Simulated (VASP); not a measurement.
# MnZn (Pm-3m) in VASP: a series of runs

Runs on MnZn. Level: LDA. Tasks: single point.

Everything below comes from runs of VASP 6.6.1. Logs are shortened: lines on timing, memory, paths and dates and some standing lists are left out, and cuts for length are marked.

**1. The cell of the first run**

The structure is cubic, space group Pm-3m (No. 221). Conventional cell: a = 3.070 Å, b = 3.070 Å, c = 3.070 Å, α = 90.00°, β = 90.00°, γ = 90.00°. Within 3.5 Å of Mn (site symmetry m-3m) lie 8 Zn at 2.66 Å and 6 Mn at 3.07 Å. Zn (site symmetry m-3m) has 8 Mn at 2.66 Å and 6 Zn at 3.07 Å within 3.5 Å.

**2. Single point, LDA, collinear spin, ferromagnetic start**

File INCAR:

```
SYSTEM = MnZn
PREC     = Accurate       ! precision mode
ENCUT    = 520            ! plane-wave cutoff, eV
EDIFF    = 1E-7           ! SCF threshold, eV
ISMEAR   = 1              ! smearing method
SIGMA    = 0.1            ! smearing width, eV
LREAL    = .False.        ! projectors in reciprocal space
LASPH    = .True.         ! aspherical terms in the spheres
NELM     = 150            ! most SCF steps
ALGO     = Normal         ! electronic algorithm
ISIF     = 2              ! what is computed and relaxed
LWAVE    = .False.        ! write WAVECAR
LCHARG   = .False.        ! write CHGCAR
ISPIN    = 2              ! spin polarisation
MAGMOM   = 2.8 0          ! initial moments
LORBIT   = 11             ! projections on sites
LMAXMIX  = 4              ! l up to which the mixer works
NBANDS   = 24             ! bands
```

File KPOINTS:

```
Automatic mesh
0
Gamma
  6 6 6
  0 0 0
```

File POSCAR:

```
MnZn
1.0
    3.0700000000      0.0000000000      0.0000000000
    0.0000000000      3.0700000000      0.0000000000
    0.0000000000      0.0000000000      3.0700000000
Mn Zn
1 1
Direct
    0.0000000000      0.0000000000      0.0000000000
    0.5000000000      0.5000000000      0.5000000000
```

Potentials or basis: VASP PAW LDA potentials, release 64 (Mn_pv, Zn).

On the command line:

```console
$ cat potpaw_LDA.64/Mn_pv/POTCAR potpaw_LDA.64/Zn/POTCAR > POTCAR
$ mpirun -np 1 vasp_std > vasp.out
```

OUTCAR:

```text
SYSTEM = MnZn
   PREC = Accurate
   ENCUT = 520
   EDIFF = 1E-7
   ISMEAR = 1
   LREAL = .False.
   LASPH = .True.
   NELM = 150
   ISIF = 2
   ISPIN = 2
   LORBIT = 11

 ion  position               nearest neighbor table
   1  0.000  0.000  0.000-   2 2.66   2 2.66   2 2.66   2 2.66   2 2.66   2 2.66   2 2.66   2 2.66

   2  0.500  0.500  0.500-   1 2.66   1 2.66   1 2.66   1 2.66   1 2.66   1 2.66   1 2.66   1 2.66

  LATTYP: Found a simple cubic cell.
 ALAT       =     3.0700000000

  Lattice vectors:

 A1 = (   3.0700000000,   0.0000000000,   0.0000000000)
 A2 = (   0.0000000000,   3.0700000000,   0.0000000000)
 A3 = (   0.0000000000,   0.0000000000,   3.0700000000)

Analysis of symmetry for initial positions (statically):
=====================================================================
 Subroutine PRICEL returns:
 Original cell was already a primitive cell.

 Routine SETGRP: Setting up the symmetry group for a
 simple cubic supercell.

 Subroutine GETGRP returns: Found 48 space group operations
 (whereof 48 operations were pure point group operations)
 out of a pool of 48 trial point group operations.

The static configuration has the point symmetry O_h .

Analysis of symmetry for dynamics (positions and initial velocities):
=====================================================================
 Subroutine PRICEL returns:
 Original cell was already a primitive cell.

 Routine SETGRP: Setting up the symmetry group for a
 simple cubic supercell.

 Subroutine GETGRP returns: Found 48 space group operations
 (whereof 48 operations were pure point group operations)
 out of a pool of 48 trial point group operations.

The dynamic configuration has the point symmetry O_h .

Analysis of structural, dynamic, and magnetic symmetry:
=====================================================================
 Subroutine PRICEL returns:
 Original cell was already a primitive cell.

 Routine SETGRP: Setting up the symmetry group for a
 simple cubic supercell.

 Subroutine GETGRP returns: Found 48 space group operations
 (whereof 48 operations were pure point group operations)
 out of a pool of 48 trial point group operations.

The overall configuration has the point symmetry O_h .

 Subroutine INISYM returns: Found 48 space group operations
 (whereof 48 operations are pure point group operations),
 and found     1 'primitive' translations

----------------------------------------------------------------------------------------

                                     Primitive cell
[... 109 lines left out ...]
  Thomas-Fermi vector in A             =   2.662638
   LORBIT       =     11    0 simple, 1 ext, 2 COOP (PROOUT), +10 PAW based schemes
   GGA     = CA    functional components
   LHFCALC =     F    Hartree Fock is set to
   AEXX    =    0.0000 exact exchange contribution
   IVDW    =     0    specifies the selected vdW correction
   LEPSILON=     F    determine dielectric tensor
   LRPA    =     F    only Hartree local field effects (RPA)
 spin polarized calculation
 Methfessel and Paxton  Order N= 1 SIGMA  =   0.10
  energy-cutoff  :      520.00
  volume of cell :       28.93
 maximum number of plane-waves:       804
 NGX is ok and might be reduce to    24
   NGX = 11   NGY = 11   NGZ = 11

 number of electron      24.9999987 magnetization       3.0593089

 Free energy of the ion-electron system (eV)
  ---------------------------------------------------
  ext. energy  EPLUGINS =         0.00000000
  ---------------------------------------------------
  free energy    TOTEN  =       -11.24889499 eV

  energy without entropy =      -11.24880443  energy(sigma->0) =      -11.24886480

 E-fermi :   4.8809     XC(G=0): -12.3631

 val. band max:        4.8321907608   @ k =   0.5000   0.0000   0.0000
 cond. band min:       4.9071662448   @ k =   0.5000   0.1667   0.1667
 fundamental gap:      0.0749754841
 Fermi energy:         4.8809194147

 spin component 1

 k-point     1 :       0.0000    0.0000    0.0000
  band No.  band energies     occupation
      1     -43.8168      1.00000
      2     -43.8168      1.00000
      3     -43.8168      1.00000
      4      -4.1893      1.00000
      5      -2.4833      1.00000
      6      -2.4833      1.00000
[... 529 lines left out ...]
     23      37.1661      0.00000
     24      37.1662      0.00000
 Fermi energy:         4.8809194147

 spin component 2

 k-point     1 :       0.0000    0.0000    0.0000
  band No.  band energies     occupation
      1     -40.8403      1.00000
      2     -40.8403      1.00000
      3     -40.8403      1.00000
      4      -3.9321      1.00000
      5      -2.4578      1.00000
      6      -2.4578      1.00000
[... 529 lines left out ...]
     23      37.6899      0.00000
     24      37.9179      0.00000

------------------------ aborting loop because EDIFF is reached ----------------------------------------

  FORCE on cell =-STRESS in cart. coord.  units (eV):
  Direction    XX          YY          ZZ          XY          YZ          ZX
  --------------------------------------------------------------------------------------
  -------------------------------------------------------------------------------------
  Total       -3.0517836     -3.0517836     -3.0517836      0.0000000      0.0000000     -0.0000000
  in kB     -168.9854049   -168.9854049   -168.9854049      0.0000000      0.0000000     -0.0000000
  external PRESSURE =    -168.9854049 kB  Pullay stress =       0.0000000 kB

 VOLUME and BASIS-vectors are now :
 -----------------------------------------------------------------------------
  energy-cutoff  :      520.00
  volume of cell :       28.93
      direct lattice vectors                 reciprocal lattice vectors
     3.070000000  0.000000000  0.000000000     0.325732899  0.000000000  0.000000000
     0.000000000  3.070000000  0.000000000     0.000000000  0.325732899  0.000000000
     0.000000000  0.000000000  3.070000000     0.000000000  0.000000000  0.325732899

 POSITION                                       TOTAL-FORCE (eV/Angst)
 -----------------------------------------------------------------------------------
      0.00000      0.00000      0.00000         0.000000      0.000000      0.000000
      1.53500      1.53500      1.53500         0.000000      0.000000      0.000000
 -----------------------------------------------------------------------------------
    total drift:                                0.000000      0.000000     -0.000000

  FREE ENERGIE OF THE ION-ELECTRON SYSTEM (eV)
  ---------------------------------------------------
  free  energy   TOTEN  =       -11.2488949862 eV

  energy  without entropy=      -11.2488044325  energy(sigma->0) =      -11.24886480

 total charge

# of ion       s       p       d       tot
------------------------------------------
    1        0.276   6.211   5.056  11.543
    2        0.623   0.515   9.718  10.856
--------------------------------------------------
tot          0.900   6.726  14.774  22.399

 magnetization (x)

# of ion       s       p       d       tot
------------------------------------------
    1        0.010   0.003   3.029   3.043
    2       -0.039  -0.048   0.028  -0.059
--------------------------------------------------
tot         -0.029  -0.045   3.058   2.984
```

OSZICAR:

```text
N       E                     dE             d eps       ncg     rms          rms(c)
DAV:   1     0.183731416144E+03    0.18373E+03   -0.12862E+04  2024   0.147E+03
DAV:   2    -0.278683335003E+01   -0.18652E+03   -0.17807E+03  1976   0.344E+02
DAV:   3    -0.123831594809E+02   -0.95963E+01   -0.95081E+01  2240   0.815E+01
DAV:   4    -0.124769187773E+02   -0.93759E-01   -0.93750E-01  2136   0.807E+00
DAV:   5    -0.124781292257E+02   -0.12104E-02   -0.12104E-02  2280   0.873E-01    0.108E+01
DAV:   6    -0.123459943848E+02    0.13213E+00   -0.22005E+01  2032   0.328E+01    0.122E+01
DAV:   7    -0.112542896961E+02    0.10917E+01   -0.95507E+00  2072   0.270E+01    0.372E+00
DAV:   8    -0.112491216662E+02    0.51680E-02   -0.19778E-01  2136   0.429E+00    0.152E+00
DAV:   9    -0.112498389972E+02   -0.71733E-03   -0.36592E-02  2208   0.947E-01    0.689E-01
DAV:  10    -0.112488365626E+02    0.10024E-02   -0.30512E-03  2168   0.556E-01    0.384E-01
DAV:  11    -0.112488076428E+02    0.28920E-04   -0.59396E-04  2248   0.191E-01    0.180E-01
DAV:  12    -0.112488935906E+02   -0.85948E-04   -0.36495E-04  2296   0.140E-01    0.215E-02
DAV:  13    -0.112488949190E+02   -0.13283E-05   -0.16023E-05  2064   0.305E-02    0.116E-02
DAV:  14    -0.112488949862E+02   -0.67282E-07   -0.20808E-07  1960   0.763E-03
   1 F= -.11248895E+02 E0= -.11248865E+02  d E =-.905537E-04  mag=     3.0592
```

It took 18 s on 1 thread of Intel Xeon Platinum 8488C (Sapphire Rapids), shared host; peak memory 0.15 GiB.

What came out:

- Free energy: -11.2489 eV
- Pressure: -16.9 GPa
- Net moment: 3.06 μB per cell
- Site moments: Mn +3.04; Zn -0.06 μB
- Valence electrons inside the program's atomic spheres: Mn 11.54; Zn 10.86

**3. Single point, LDA, collinear spin, ferromagnetic start**

File INCAR:

```
ALGO = Normal ; EDIFF = 1E-7
ENCUT = 520 ; GGA = CA
ISIF = 2 ; ISMEAR = 1
ISPIN = 2 ; LASPH = T
LCHARG = F ; LMAXMIX = 4
LORBIT = 11 ; LREAL = F
LWAVE = F ; MAGMOM = 2.8 0
NBANDS = 24 ; NELM = 150
PREC = Accurate ; SIGMA = 0.1
```

File KPOINTS:

```
k-points
0
Gamma
  7 7 7
```

POSCAR is that of step 2.

Potentials or basis: VASP PAW LDA potentials, release 64 (Mn_pv, Zn).

On the command line:

```console
$ cat potpaw_LDA.64/Mn_pv/POTCAR potpaw_LDA.64/Zn/POTCAR > POTCAR
$ mpirun -np 1 vasp_std > vasp.out
```

Wall time 18 s (1 thread of Intel Xeon Platinum 8488C (Sapphire Rapids), shared host); peak memory 0.14 GiB.

It converged, with:

| Quantity | Value |
| --- | --- |
| Free energy | -11.2520 eV |
| Pressure | -17.7 GPa |
| Band gap on the k mesh | zero (filled and empty bands overlap) |
| Net moment | 2.97 μB per cell |
| Site moments | Mn +2.96; Zn -0.06 μB |
| Valence electrons inside the program's atomic spheres | Mn 11.54; Zn 10.85 |

Levels at points of the mesh, in eV from the Fermi level:
Spin up:
```
           k point  band 10  band 11  band 12  band 13  band 14  band 15  band 16  band 17  band 18  band 19
(0.00, 0.00, 0.00)    -2.45    -2.45    -1.18    -1.18    -1.18     6.08     6.08     6.08    11.47    11.47
```
Spin down:
| k point | band 9 | band 10 | band 11 | band 12 | band 13 | band 14 |
| --- | --- | --- | --- | --- | --- | --- |
| (0.00, 0.00, 0.00) | -6.95 | -0.49 | -0.49 | 1.48 | 1.48 | 1.48 |
